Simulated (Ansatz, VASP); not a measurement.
Sb: VASP beside Ansatz

INCAR

```
  ALGO = Normal
  DIPOL = 0.5 0.5 0.500
  EDIFF = 1E-7
  EDIFFG = -0.01
  ENCUT = 520
  GGA = PE
  IBRION = 2
  IDIPOL = 3
  ISIF = 2
  ISMEAR = 0
  IVDW = 12
  LASPH = T
  LCHARG = F
  LDIPOL = T
  LREAL = F
  LWAVE = F
  NELM = 100
  NSW = 60
  PREC = Accurate
  SIGMA = 0.02
```

Contents of KPOINTS:

```
k-points
0
Gamma
  9 9 1
```

Contents of POSCAR:

```
Sb
1.0
    3.9059377730      0.0000000000      0.0000000000
   -1.9529688865      3.3826413370      0.0000000000
    0.0000000000      0.0000000000     28.0000000000
Sb
2
Direct
    0.3333333333      0.6666666667      0.5294645393
    0.6666666667      0.3333333333      0.4705354607
```

Input for Ansatz:

```yaml
crystal:
  lattice:
    - [3.905937773, 0.0, 0.0]
    - [-1.9529688865, 3.382641337, 0.0]
    - [0.0, 0.0, 28.0]
  atoms:
    - { symbol: Sb, position: [0.3333333333, 0.6666666667, 0.5294645393] }
    - { symbol: Sb, position: [0.6666666667, 0.3333333333, 0.4705354607] }
  periodic: [true, true, false]
basis:
  ecutwfc: 420
kpoints:
  mp_grid: { grid: [9, 9, 1] }
  band_path:
    path:
      - [0, 0, 0]
      - [0.5, 0, 0]
      - [0.3333333333333, 0.3333333333333, 0]
      - [0, 0, 0]
    npoints: 8
hamiltonian:
  xc: pbe
  dispersion: d3bj
scf:
  occupations: { method: gaussian, width: 0.02 }
output:
  forces: true
  stress: true
  eigenvalues: true
  write_density: true
  write_potential: true
  elf: true
  volumetric_format: npy
relax:
  adjacent_minimum: "off"
  f_tol: 0.01
  max_steps: 40
```

Change from the starting cell: biaxial strain -0.040, atoms relaxed.

Alike in both runs: task relaxation of the atoms; functional PBE; dispersion D3(BJ); k mesh 9 × 9 × 1; occupations gaussian, width 0.02 eV; no spin polarisation.

```csv
,VASP,Ansatz
version,VASP 6.6.1,Ansatz 0.2.0
potentials or method,"VASP PAW PBE potentials, release 64 (Sb), cutoff 520 eV","scalar-relativistic, plane waves, PAW"
valence electrons in the cell,10,30
```

Ansatz gave:

| Quantity | Value |
| --- | --- |
| gap on the k mesh at the Fermi level, each at its own relaxed structure (eV) | 0.53 |

Estimate VASP's values.

gap on the k mesh at the Fermi level, each at its own relaxed structure (eV): 0.51.

VASP's potentials hold 10 valence electrons a cell and Ansatz's 30, so a difference there can come from the potentials and not from the codes. Ansatz's warnings: stress scf threshold loose.

Spin-orbit coupling is off throughout.
